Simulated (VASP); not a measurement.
A run of VASP 6.6.1 is set up as follows.

The input INCAR:

```
PREC = Accurate
ENCUT = 520
EDIFF = 1E-7
ISMEAR = -1
SIGMA = 0.08
LREAL = F
LASPH = T
NELM = 100
ALGO = Normal
ISIF = 2
LWAVE = F
LCHARG = T
GGA = PS
LELF = T
LVHAR = T
NBANDS = 9
```

KPOINTS

```
Automatic mesh
0
Gamma
  20 20 11
```

The input POSCAR:

```
Be
1.0
    2.1880972262      0.0000000000      0.0000000000
   -1.0940486131      1.8949477839      0.0000000000
    0.0000000000      0.0000000000      3.4516958030
Be
2
Direct
    0.3333333333      0.6666666667      0.2500000000
    0.6666666667      0.3333333333      0.7500000000
```

Potentials or basis: VASP PAW PBE potentials, release 64 (Be).

Command:

```bash
$ cat potpaw_PBE.64/Be/POTCAR > POTCAR
$ mpirun -np 1 vasp_std > vasp.out
```

(1) Estimate the band gap on the k mesh.

(2) What does it give for the pressure?

Answers

(1) zero (bands 2 and 3 overlap by 1.49 eV).

(2) 13.6 GPa.

Caveat: the cell stands under pressure; the PAW data sets were made with another functional, which shifts forces and pressure a little.
